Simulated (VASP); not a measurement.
Write the native input for VASP 6.6.1 that does the following.

```yaml
Task: single point
Functional: PBE
Potentials_or_basis: VASP PAW PBE potentials, release 64 (Hf_pv, C)
Cutoff: 520 eV
k_mesh: 11 × 11 × 11
Occupations: gaussian, width 0.1 eV
Spin: no spin polarisation
Dipole_correction: no
Further_INCAR_settings: ALGO = Normal; EDIFF = 1e-06; NBANDS = 14
```

The structure of HfC lies in POSCAR:

```
HfC
1.0
    0.0000000000      2.3250000000      2.3250000000
    2.3250000000      0.0000000000      2.3250000000
    2.3250000000      2.3250000000      0.0000000000
Hf C
1 1
Direct
    0.4569892473      0.5430107527      0.5430107527
    0.0000000000      0.0000000000      0.0000000000
```

These files were run (other wordings do the same):

INCAR

```
  PREC = Accurate
  ENCUT = 520
  EDIFF = 1E-6
  ISMEAR = 0
  SIGMA = 0.1
  LREAL = F
  LASPH = T
  NELM = 60
  ALGO = Normal
  ISIF = 2
  LWAVE = F
  LCHARG = F
  GGA = PE
  NBANDS = 14
```

KPOINTS

```
Automatic mesh
0
Gamma
  11 11 11
```

Potentials or basis: VASP PAW PBE potentials, release 64 (Hf_pv, C).

Command:

```sh
$ cat potpaw_PBE.64/Hf_pv/POTCAR potpaw_PBE.64/C/POTCAR > POTCAR
$ mpirun -np 1 vasp_std > vasp.out
```

Results of the run:

* Pressure: 3.3 GPa
* Largest force: 1.721 eV/Å
* Band gap on the k mesh: zero (band 7 reaches 6.29 eV, above the bottom of band 8 at 5.42 eV)

Caveat: spin-orbit coupling is left out, which moves the levels of the heavy elements; forces of over 1 eV/Å act on the atoms, so gaps and moduli don't describe the material at rest.

Run time: 12 s on 1 thread of Intel(R) Xeon(R) 6975P-C (Granite Rapids), on a shared host, peak memory 0.16 GiB.
